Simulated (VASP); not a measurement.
A run of VASP 6.6.1 is set up as follows.

File INCAR:

```
PREC     = Accurate       # precision mode
ENCUT    = 520            # plane-wave cutoff, eV
EDIFF    = 1E-7           # SCF threshold, eV
ISMEAR   = -1             # smearing method
SIGMA    = 0.05           # smearing width, eV
LREAL    = False          # projectors in reciprocal space
LASPH    = True           # aspherical terms in the spheres
NELM     = 60             # most SCF steps
ALGO     = Normal         # electronic algorithm
ISIF     = 2              # what is computed and relaxed
LWAVE    = False          # write WAVECAR
LCHARG   = False          # write CHGCAR
NBANDS   = 16             # bands
```

KPOINTS

```
Automatic mesh
0
Gamma
  10 10 8
```

Contents of POSCAR:

```
TiB2
1.0
    3.0292000000      0.0000000000      0.0000000000
   -1.5146000000      2.6233641531      0.0000000000
    0.0000000000      0.0000000000      3.2284000000
Ti B
1 2
Direct
    0.0000000000      0.0000000000      0.0000000000
    0.6666666667      0.3333333333      0.5000000000
    0.3333333333      0.6666666667      0.5000000000
```

Potentials or basis: VASP PAW LDA potentials, release 64 (Ti_sv, B).

Launch:

```bash
$ cat potpaw_LDA.64/Ti_sv/POTCAR potpaw_LDA.64/B/POTCAR > POTCAR
$ mpirun -np 1 vasp_std > vasp.out
```

Predict the pressure.

-10.7 GPa.

Predict the band gap on the k mesh.

zero (band 9 reaches 10.29 eV, above the bottom of band 10 at 9.74 eV).

Stress tensor (GPa, compression positive):
```
-10.32   0.00   0.00
  0.00 -10.32   0.00
  0.00   0.00 -11.37
```
